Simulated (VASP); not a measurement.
GaN:

```
CELL_PARAMETERS angstrom
0.00000 2.22304 2.22304
2.22304 0.00000 2.22304
2.22304 2.22304 0.00000
ATOMIC_POSITIONS crystal
Ga 0.00000 0.00000 0.00000
N 0.25000 0.25000 0.25000
```

Base run:

```yaml
Program: VASP 6.6.1
Functional: PBE
Dispersion: D4
Potentials_or_basis: VASP PAW PBE potentials, release 64 (Ga_d, N)
Cutoff: 520 eV
k_mesh: 10 × 10 × 10
Occupations: fermi-dirac, width 0.05 eV
Spin: no spin polarisation
```

Its results: band gap on the k mesh 1.99 eV, direct; pressure 7.5 GPa.

**Question.** The run is repeated on the same cell with these changes: dispersion from D4 to D3(BJ). What comes out?

**Answer.** Band gap on the k mesh 1.99 eV, direct; pressure 9.7 GPa.

